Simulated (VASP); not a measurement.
A run of VASP 6.6.1 is set up as follows.

The input INCAR:

```
SYSTEM = Re
PREC = Accurate
ENCUT = 520
EDIFF = 1E-6
ISMEAR = -1
SIGMA = 0.05
LREAL = .False.
LASPH = .True.
NELM = 60
ALGO = Fast
ISIF = 2
LWAVE = .False.
LCHARG = .False.
GGA = PS
NBANDS = 22
```

KPOINTS

```
Automatic mesh
0
Gamma
  11 11 3
  0 0 0
```

Contents of POSCAR:

```
Re
1.0
    2.7493403597      0.0000000000      0.0000000000
   -1.3746701798      2.3809985952      0.0000000000
    0.0000000000      0.0000000000      8.8881998754
Re
4
Direct
    0.6666666667      0.3333333333      0.7500000000
    0.0000000000      0.0000000000      0.5000000000
    0.3333333333      0.6666666667      0.2500000000
    0.0000000000      0.0000000000      0.0000000000
```

Potentials or basis: VASP PAW PBE potentials, release 64 (Re).

Launch:

```bash
$ cat potpaw_PBE.64/Re/POTCAR > POTCAR
$ mpirun -np 1 vasp_std > vasp.out
```

Task: Estimate the pressure.

Result: 0.0 GPa.

Task: Estimate the band gap on the k mesh.

Result: Zero (bands 14 and 15 overlap by 2.48 eV).

Caveat: the PAW data sets were made with another functional, which shifts forces and pressure a little; spin-orbit coupling is left out, which moves the levels of the heavy elements.
